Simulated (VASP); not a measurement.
BeSe:

```
Be Se
1.0
     5.07000    0.00000    0.00000
     0.00000    5.07000    0.00000
     0.00000    0.00000    5.07000
Be Se
4 4
Cartesian
  0.0000 0.0000 0.0000
  0.0000 2.5350 2.5350
  2.5350 0.0000 2.5350
  2.5350 2.5350 0.0000
  1.2675 1.2675 1.2675
  1.2675 3.8025 3.8025
  3.8025 1.2675 3.8025
  3.8025 3.8025 1.2675
```

```yaml
Program: VASP 6.6.1
Task: relaxation of cell and atoms
Functional: PBE
Dispersion: D4
Potentials_or_basis: VASP PAW PBE potentials, release 64 (Be, Se)
Cutoff: 600 eV
k_mesh: 4 × 4 × 4
Occupations: fermi-dirac, width 0.01 eV
Spin: no spin polarisation
```

At the start: pressure 2.9 GPa; volume 16.29 Å³/atom.

Question: How do energy, volume and symmetry change on relaxing?

Answer: Over 3 steps the energy falls by 5.0 meV/atom and the volume is 16.85 Å³/atom (+3.4 %); space group F-43m (No. 216, to 0.1 Å) before and after.

Step by step:
```
step  energy change (eV)  largest force (eV/Å)  pressure (GPa)  volume (Å³)
   1              0.0000                0.0000            2.92       130.32
   2             -0.0371                0.0000           -0.70       136.01
   3             -0.0398                0.0000            0.01       134.81
```

Final structure:
```xyz
8
Lattice="5.1275 0.0000 0.0000 0.0000 5.1275 0.0000 0.0000 0.0000 5.1275" Properties=species:S:1:pos:R:3 pbc="T T T"
Be    0.0000    0.0000    0.0000
Be    0.0000    2.5637    2.5637
Be    2.5637    0.0000    2.5637
Be    2.5637    2.5637    0.0000
Se    1.2819    1.2819    1.2819
Se    1.2819    3.8456    3.8456
Se    3.8456    1.2819    3.8456
Se    3.8456    3.8456    1.2819
```
